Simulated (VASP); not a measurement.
# MgH2 in VASP: settings compared

Aim: see how the results for MgH2 move with the level of theory and the settings. Levels: PBE, LDA. Tasks: single point.

Everything below comes from runs of VASP 6.6.1. Logs are shortened: lines on timing, memory, paths and dates and some standing lists are left out, and cuts for length are marked.

## 1. The cell of the first run

It takes space group Fm-3m (No. 225, cubic). Conventional cell: a = 4.665 Å, b = 4.665 Å, c = 4.665 Å, α = 90.00°, β = 90.00°, γ = 90.00°. Mg (site symmetry m-3m) has 8 H at 2.02 Å within 2.7 Å. Within 2.7 Å of H (site symmetry -43m) lie 4 Mg at 2.02 Å and 6 H at 2.33 Å.

## 2. Single point, PBE

Input file INCAR:

```
PREC = Accurate ; ENCUT = 520
EDIFF = 1E-6 ; ISMEAR = 0
SIGMA = 0.05 ; LREAL = False
LASPH = True ; NELM = 100
ALGO = Normal ; ISIF = 2
LWAVE = False ; LCHARG = False
GGA = PE ; NBANDS = 9
```

Input file KPOINTS:

```
Automatic mesh
0
Gamma
  12 12 12
```

Input file POSCAR:

```
MgH2
1.0
    0.0000000000      2.3324603204      2.3324603204
    2.3324603204      0.0000000000      2.3324603204
    2.3324603204      2.3324603204      0.0000000000
Mg H
1 2
Direct
    0.0000000000      0.0000000000      0.0000000000
    0.7500000000      0.7500000000      0.7500000000
    0.2500000000      0.2500000000      0.2500000000
```

Potentials or basis: VASP PAW PBE potentials, release 64 (Mg, H).

Started as:

```console
$ cat potpaw_PBE.64/Mg/POTCAR potpaw_PBE.64/H/POTCAR > POTCAR
$ mpirun -np 1 vasp_std > vasp.out
```

OUTCAR:

```text
PREC = Accurate
   ENCUT = 520
   EDIFF = 1E-6
   ISMEAR = 0
   LREAL = False
   LASPH = True
   NELM = 100
   ISIF = 2
   GGA = PE

 ion  position               nearest neighbor table
   1  0.000  0.000  0.000-   2 2.02   2 2.02   2 2.02   2 2.02   3 2.02   3 2.02   3 2.02   3 2.02

   2  0.750  0.750  0.750-   1 2.02   1 2.02   1 2.02   1 2.02
   3  0.250  0.250  0.250-   1 2.02   1 2.02   1 2.02   1 2.02

  LATTYP: Found a face centered cubic cell.
 ALAT       =     4.6649206408

  Lattice vectors:

 A1 = (   0.0000000000,   2.3324603204,   2.3324603204)
 A2 = (   2.3324603204,   0.0000000000,   2.3324603204)
 A3 = (   2.3324603204,   2.3324603204,   0.0000000000)

Analysis of symmetry for initial positions (statically):
=====================================================================
 Subroutine PRICEL returns:
 Original cell was already a primitive cell.

 Routine SETGRP: Setting up the symmetry group for a
 face centered cubic supercell.

 Subroutine GETGRP returns: Found 48 space group operations
[... 9 lines left out ...]

 Routine SETGRP: Setting up the symmetry group for a
 face centered cubic supercell.

 Subroutine GETGRP returns: Found 48 space group operations
[... 11 lines left out ...]
                                     Primitive cell

  volume of cell :      25.3789

  direct lattice vectors                    reciprocal lattice vectors
     0.000000000  2.332460320  2.332460320    -0.214365919  0.214365919  0.214365919
     2.332460320  0.000000000  2.332460320     0.214365919 -0.214365919  0.214365919
     2.332460320  2.332460320  0.000000000     0.214365919  0.214365919 -0.214365919

  length of vectors
     3.298597019  3.298597019  3.298597019     0.371292663  0.371292663  0.371292663

  position of ions in fractional coordinates (direct lattice)
     0.000000000  0.000000000  0.000000000
     0.750000000  0.750000000  0.750000000
     0.250000000  0.250000000  0.250000000

  ion indices of the primitive-cell ions
   primitive index   ion index
                 1           1
                 2           2
                 3           3

----------------------------------------------------------------------------------------

 KPOINTS: Automatic mesh

Automatic generation of k-mesh.
 Grid dimensions read from file:
 generate k-points for:   12   12   12

 Generating k-lattice:

  Cartesian coordinates                     Fractional coordinates (reciprocal lattice)
    -0.017863827  0.017863827  0.017863827     0.083333333  0.000000000  0.000000000
     0.017863827 -0.017863827  0.017863827     0.000000000  0.083333333  0.000000000
     0.017863827  0.017863827 -0.017863827     0.000000000  0.000000000  0.083333333

  Length of vectors
     0.030941055  0.030941055  0.030941055

  Shift w.r.t. Gamma in fractional coordinates (k-lattice)
     0.000000000  0.000000000  0.000000000

 Subroutine IBZKPT returns following result:
 ===========================================

 Found     72 irreducible k-points:

 Following reciprocal coordinates:
            Coordinates               Weight
  0.000000  0.000000  0.000000      1.000000
  0.083333  0.000000  0.000000      8.000000
  0.166667  0.000000  0.000000      8.000000
  0.250000  0.000000  0.000000      8.000000
  0.333333  0.000000  0.000000      8.000000
  0.416667  0.000000  0.000000      8.000000
[... 16 lines left out ...]
  0.500000  0.166667  0.000000     24.000000
 -0.416667  0.166667  0.000000     24.000000
 [... further k-points ...]
   k-points           NKPTS =     72   k-points in BZ     NKDIM =     72   number of bands    NBANDS=      9
   number of dos      NEDOS =    301   number of ions     NIONS =      3
   total plane-waves  NPLWV =  21952
   dimension x,y,z NGX =    28 NGY =   28 NGZ =   28
   dimension x,y,z NGXF=    56 NGYF=   56 NGZF=   56
   ions per type =               1   2
   NGX,Y,Z   is equivalent  to a cutoff of  14.11, 14.11, 14.11 a.u.
   NGXF,Y,Z  is equivalent  to a cutoff of  28.22, 28.22, 28.22 a.u.
 SYSTEM =  unknown system
   PREC   = accura    normal or accurate (medium, high low for compatibility)
   ISTART =      0    job   : 0-new  1-cont  2-samecut
   ICHARG =      2    charge: 1-file 2-atom 10-const
   ISPIN  =      1    spin polarized calculation?
   LNONCOLLINEAR =      F non collinear calculations
   LSORBIT =      F    spin-orbit coupling
   LASPH  =      T    aspherical Exc in radial PAW
   ENCUT  =  520.0 eV  38.22 Ry    6.18 a.u.   6.13  6.13  6.13*2*pi/ulx,y,z
   NELM   =    100;   NELMIN=  2; NELMDL= -5     # of ELM steps
   EDIFF  = 0.1E-05   stopping-criterion for ELM
   LREAL  =      F    real-space projection
   EDIFFG = 0.1E-04   stopping-criterion for IOM
   NSW    =      0    number of steps for IOM
   IBRION =     -1    ionic relax: 0-MD 1-quasi-New 2-CG
   NFREE  =      0    steps in history (QN), initial steepest desc. (CG)
   ISIF   =      2    stress and relaxation
   ISYM   =      2    0-nonsym 1-usesym 2-fastsym
   POTIM  = 0.5000    time-step for ionic-motion
   TEBEG  =    0.0;   TEEND  =   0.0 temperature during run
   PSTRESS=    0.0 pullay stress
   NELECT =       4.0000    total number of electrons
   NUPDOWN=      -1.0000    fix difference up-down
   EMIN   =  10.00;   EMAX   =-10.00  energy-range for DOS
   EFERMI =   0.00;   METHOD = LEGACY
   ISMEAR =     0;   SIGMA  =   0.05  broadening in eV -4-tet -1-fermi 0-gaus
   EFERMI_NEDOS =   21; number of points for ismear=-14 and -15
   IALGO  =     38    algorithm
   IMIX   =      4    mixing-type and parameters
     AMIX     =   0.40;   BMIX     =  1.00
     AMIX_MAG =   1.60;   BMIX_MAG =  1.00
  volume/ion in A,a.u.               =       8.46        57.09
  Fermi-wavevector in a.u.,A,eV,Ry     =   0.884309  1.671101 10.639782  0.782002
  Thomas-Fermi vector in A             =   2.005191
   LORBIT       =      0    0 simple, 1 ext, 2 COOP (PROOUT), +10 PAW based schemes
   GGA     = PE    functional components
   LHFCALC =     F    Hartree Fock is set to
   AEXX    =    0.0000 exact exchange contribution
   IVDW    =     0    specifies the selected vdW correction
   LEPSILON=     F    determine dielectric tensor
   LRPA    =     F    only Hartree local field effects (RPA)
 non-spin polarized calculation
 Gauss-broadening in eV      SIGMA  =   0.05
  energy-cutoff  :      520.00
  volume of cell :       25.38
 maximum number of plane-waves:       701
 NGX is ok and might be reduce to    28

 number of electron       3.9999999 magnetization

 Free energy of the ion-electron system (eV)
  ---------------------------------------------------
  ext. energy  EPLUGINS =         0.00000000
  ---------------------------------------------------
  free energy    TOTEN  =        -8.48144835 eV

  energy without entropy =       -8.48080800  energy(sigma->0) =       -8.48112818

 E-fermi :   3.3129     XC(G=0):  -9.1610

 val. band max:        3.2903282435   @ k =  -0.4167   0.4167   0.0000
 cond. band min:       3.3384088405   @ k =   0.1667   0.0833   0.0000
 fundamental gap:      0.0480805970
 Fermi energy:         3.3129298462

 k-point     1 :       0.0000    0.0000    0.0000
  band No.  band energies     occupation
      1      -7.0491      2.00000
      2       4.3393      0.00000
      3      12.8799      0.00000
      4      12.8799      0.00000
      5      12.8799      0.00000
      6      15.7950      0.00000
      7      15.7950      0.00000
      8      15.7950      0.00000
      9      16.5121      0.00000

 k-point     2 :       0.0833    0.0000    0.0000
  band No.  band energies     occupation
      1      -6.9166      2.00000
      2       4.0279      0.00000
      3      12.2589      0.00000
      4      12.7014      0.00000
      5      12.7014      0.00000
      6      15.8542      0.00000
      7      16.2086      0.00000
      8      16.2086      0.00000
      9      16.6399      0.00000

 k-point     3 :       0.1667    0.0000    0.0000
  band No.  band energies     occupation
      1      -6.5215      2.00000
      2       3.1524      1.99999
      3      11.2898      0.00000
      4      12.3799      0.00000
      5      12.3799      0.00000
      6      14.7057      0.00000
      7      16.6925      0.00000
      8      16.6925      0.00000
      9      17.5005      0.00000

 k-point     4 :       0.2500    0.0000    0.0000
  band No.  band energies     occupation
      1      -5.8719      2.00000
      2       1.8750      2.00000
      3      10.5826      0.00000
      4      12.1524      0.00000
      5      12.1524      0.00000
      6      13.4610      0.00000
      7      15.4250      0.00000
      8      15.4250      0.00000
      9      18.8431      0.00000

 k-point     5 :       0.3333    0.0000    0.0000
  band No.  band energies     occupation
      1      -4.9814      2.00000
      2       0.3942      2.00000
      3      10.2347      0.00000
      4      12.1090      0.00000
      5      12.1090      0.00000
      6      12.3503      0.00000
      7      14.2851      0.00000
      8      14.2851      0.00000
      9      20.5890      0.00000

 k-point     6 :       0.4167    0.0000    0.0000
  band No.  band energies     occupation
      1      -3.8707      2.00000
      2      -1.1242      2.00000
      3      10.2077      0.00000
      4      11.4886      0.00000
      5      12.2768      0.00000
      6      12.2768      0.00000
      7      13.3953      0.00000
      8      13.3953      0.00000
      9      22.4837      0.00000
[... 169 lines left out ...]
 k-point    21 :       0.3333    0.1667    0.0000
  band No.  band energies     occupation
      1      -5.1636      2.00000
      2       1.3551      2.00000
      3       8.9029      0.00000
      4       9.5560      0.00000
      5       9.9800      0.00000
      6      15.2073      0.00000
      7      16.8570      0.00000
      8      17.0383      0.00000
      9      18.1353      0.00000

 k-point    22 :       0.4167    0.1667    0.0000
  band No.  band energies     occupation
      1      -4.2263      2.00000
      2       0.0548      2.00000
      3       8.0302      0.00000
      4       9.0160      0.00000
      5       9.9653      0.00000
      6      15.6132      0.00000
      7      16.5150      0.00000
      8      17.0898      0.00000
      9      17.8578      0.00000

 k-point    23 :       0.5000    0.1667    0.0000
  band No.  band energies     occupation
      1      -3.0988      2.00000
      2      -1.3226      2.00000
      3       7.3653      0.00000
      4       8.9612      0.00000
      5      10.1954      0.00000
      6      14.8038      0.00000
      7      16.2585      0.00000
      8      17.1815      0.00000
      9      19.4336      0.00000

 k-point    24 :      -0.4167    0.1667    0.0000
  band No.  band energies     occupation
      1      -2.6529      2.00000
      2      -1.8319      2.00000
      3       7.0022      0.00000
      4       9.3065      0.00000
      5      10.6733      0.00000
      6      14.0970      0.00000
      7      15.6461      0.00000
      8      17.8685      0.00000
      9      21.0317      0.00000

 [... further k-points ...]
[... 5 lines left out ...]
  --------------------------------------------------------------------------------------
  -------------------------------------------------------------------------------------
  Total        0.5370011      0.5370011      0.5370011      0.0000000     -0.0000000     -0.0000000
  in kB       33.9010343     33.9010343     33.9010343      0.0000000     -0.0000000     -0.0000000
  external PRESSURE =      33.9010343 kB  Pullay stress =       0.0000000 kB

 VOLUME and BASIS-vectors are now :
 -----------------------------------------------------------------------------
  energy-cutoff  :      520.00
  volume of cell :       25.38
      direct lattice vectors                 reciprocal lattice vectors
     0.000000000  2.332460320  2.332460320    -0.214365919  0.214365919  0.214365919
     2.332460320  0.000000000  2.332460320     0.214365919 -0.214365919  0.214365919
     2.332460320  2.332460320  0.000000000     0.214365919  0.214365919 -0.214365919

 POSITION                                       TOTAL-FORCE (eV/Angst)
 -----------------------------------------------------------------------------------
      0.00000      0.00000      0.00000         0.000000     -0.000000     -0.000000
      3.49869      3.49869      3.49869        -0.000000      0.000000      0.000000
      1.16623      1.16623      1.16623         0.000000      0.000000     -0.000000
 -----------------------------------------------------------------------------------
    total drift:                                0.000000      0.000000      0.000000

  FREE ENERGIE OF THE ION-ELECTRON SYSTEM (eV)
  ---------------------------------------------------
  free  energy   TOTEN  =        -8.4814483504 eV

  energy  without entropy=       -8.4808080007  energy(sigma->0) =       -8.48112818
```

Wall time 42 s (1 thread of AMD EPYC 7R13, shared host); peak memory 0.13 GiB.

What came out:

```
Free energy            : -8.4814 eV
Pressure               : 3.4 GPa
Band gap on the k mesh : zero (band 2 reaches 4.34 eV, above the bottom of band 3 at 2.92 eV)
```

## 3. Single point, PBE

This run uses another cell than the first one, of 9.00 Å³/atom, 1.064 times its volume.

Input file INCAR:

```
  ALGO = Normal
  EDIFF = 1E-6
  ENCUT = 520
  GGA = PE
  ISIF = 2
  ISMEAR = 0
  LASPH = True
  LCHARG = False
  LREAL = False
  LWAVE = False
  NBANDS = 9
  NELM = 100
  PREC = Accurate
  SIGMA = 0.05
```

Input file KPOINTS:

```
k-points
0
Gamma
  12 12 12
```

Input file POSCAR:

```
MgH2
1.0
    0.0000000000      2.3810671667      2.3810671667
    2.3810671667      0.0000000000      2.3810671667
    2.3810671667      2.3810671667      0.0000000000
Mg H
1 2
Direct
    0.0000000000      0.0000000000      0.0000000000
    0.7500000000      0.7500000000      0.7500000000
    0.2500000000      0.2500000000      0.2500000000
```

Potentials or basis: VASP PAW PBE potentials, release 64 (Mg, H).

Started as:

```console
$ cat potpaw_PBE.64/Mg/POTCAR potpaw_PBE.64/H/POTCAR > POTCAR
$ mpirun -np 1 vasp_std > vasp.out
```

Wall time 34 s (1 thread of AMD EPYC 7R13, shared host); peak memory 0.14 GiB.

It converged, with:

* Free energy: -8.4963 eV
* Pressure: -0.6 GPa
* Band gap on the k mesh: zero (band 2 reaches 3.86 eV, above the bottom of band 3 at 2.59 eV)

Levels at points of the mesh, in eV from the Fermi level:
```tsv
k point	band 1	band 2	band 3	band 4	band 5
(0.00, 0.00, 0.00)	-9.94	0.92	9.33	9.33	9.33
(0.50, 0.00, 0.00)	-5.70	-5.60	6.80	7.25	9.04
(0.50, 0.50, 0.00)	-5.70	-2.34	-0.35	4.72	4.72
```

## 4. Single point, LDA

This run uses another cell than the first one, of 9.00 Å³/atom, 1.064 times its volume.

Input file INCAR:

```
PREC = Accurate ; ENCUT = 520
EDIFF = 1E-6 ; ISMEAR = 0
SIGMA = 0.05 ; LREAL = F
LASPH = T ; NELM = 60
ALGO = Normal ; ISIF = 2
LWAVE = F ; LCHARG = F
NBANDS = 9
```

Input file KPOINTS:

```
Automatic mesh
0
Gamma
  12 12 12
```

POSCAR is that of step 3.

Potentials or basis: VASP PAW LDA potentials, release 64 (Mg, H).

Started as:

```console
$ cat potpaw_LDA.64/Mg/POTCAR potpaw_LDA.64/H/POTCAR > POTCAR
$ mpirun -np 1 vasp_std > vasp.out
```

Run time: 31 s. Hardware: 1 thread of AMD EPYC 7R13, shared host; peak memory 0.12 GiB.

Results (log left out):

- Free energy: -9.1691 eV
- Pressure: -4.1 GPa
- Band gap on the k mesh: zero (band 2 reaches 3.93 eV, above the bottom of band 3 at 2.21 eV)

Levels at points of the mesh, in eV from the Fermi level:
```csv
k point,band 1,band 2,band 3,band 4,band 5
"(0.00, 0.00, 0.00)",-10.03,1.11,9.13,9.13,9.13
"(0.50, 0.00, 0.00)",-5.75,-5.64,6.73,7.11,8.80
"(0.50, 0.50, 0.00)",-5.71,-2.26,-0.61,4.47,4.47
```

## 5. Single point, PBE

This run uses another cell than the first one, of 9.00 Å³/atom, 1.064 times its volume.

Input file INCAR:

```
ALGO = Normal
EDIFF = 1E-6
ENCUT = 520
GGA = PE
ISIF = 2
ISMEAR = 0
LASPH = T
LCHARG = F
LREAL = F
LWAVE = F
NBANDS = 9
NELM = 100
PREC = Accurate
SIGMA = 0.05
```

Input file KPOINTS:

```
k-points
0
Gamma
  12 12 12
```

POSCAR: that of step 4 with these lines changed.

```diff
@@ -8,3 +8,3 @@
 Direct
-    0.0000000000      0.0000000000      0.0000000000
+    0.0109804924     -0.0152199848     -0.0041949859
     0.7500000000      0.7500000000      0.7500000000
```

Potentials or basis: VASP PAW PBE potentials, release 64 (Mg, H).

Started as:

```console
$ cat potpaw_PBE.64/Mg/POTCAR potpaw_PBE.64/H/POTCAR > POTCAR
$ mpirun -np 1 vasp_std > vasp.out
```

Run time: 6.4 min. Hardware: 1 thread of AMD EPYC 7R13, shared host; peak memory 0.33 GiB.

Results (log left out):

- Free energy: -8.4925 eV
- Pressure: -0.5 GPa
- Largest force: 0.151 eV/Å
- Band gap on the k mesh: zero (band 2 reaches 3.86 eV, above the bottom of band 3 at 2.59 eV)

Forces in eV/Å, atoms in the order of the input:
```
Mg   0.139 -0.049  0.031
H   -0.068  0.021 -0.010
H   -0.071  0.028 -0.020
```

Stress tensor (GPa, compression positive):
```
-0.47 -0.05  0.03
-0.05 -0.48 -0.01
 0.03 -0.01 -0.48
```

Levels at points of the mesh, in eV from the Fermi level:
```tsv
k point	band 1	band 2	band 3	band 4	band 5	band 6
(0.00, 0.00, 0.00)	-9.94	0.91	9.34	9.34	9.35	11.89
(0.50, 0.00, 0.00)	-5.69	-5.60	6.79	7.24	9.04	9.05
(0.00, 0.50, 0.00)	-5.70	-5.60	6.79	7.25	9.04	9.04
(0.00, 0.00, 0.50)	-5.69	-5.60	6.79	7.23	9.04	9.06
(0.50, 0.50, 0.50)	-5.69	-5.60	6.79	7.24	9.04	9.05
(0.50, 0.50, 0.00)	-5.70	-2.34	-0.35	4.72	4.72	7.94
(0.00, 0.50, 0.50)	-5.70	-2.34	-0.35	4.72	4.72	7.94
(0.50, 0.00, 0.50)	-5.70	-2.34	-0.35	4.72	4.72	7.94
```

## 6. Summary

```tsv
level	potentials or basis	cell	gap on the mesh (eV)	pressure (GPa)
PBE	VASP PAW PBE potentials, release 64 (Mg, H)	a = 3.299 Å, angles 60.0°, 3 atoms	none	3.4
PBE	VASP PAW PBE potentials, release 64 (Mg, H)	a = 3.367 Å, angles 60.0°, 3 atoms	none	-0.5
LDA	VASP PAW LDA potentials, release 64 (Mg, H)	a = 3.367 Å, angles 60.0°, 3 atoms	none	-4.1
```

Some of these runs hold the atoms at other places in the same cell, which the table doesn't show; runs alike in all that it shows share one row.

Alike in all rows: task single point; no spin polarisation; k mesh 12 × 12 × 12; cutoff (eV) 520; smearing gaussian 0.05 eV.

Total energies depend on the potentials used, so only differences within one code and one set of settings carry meaning.
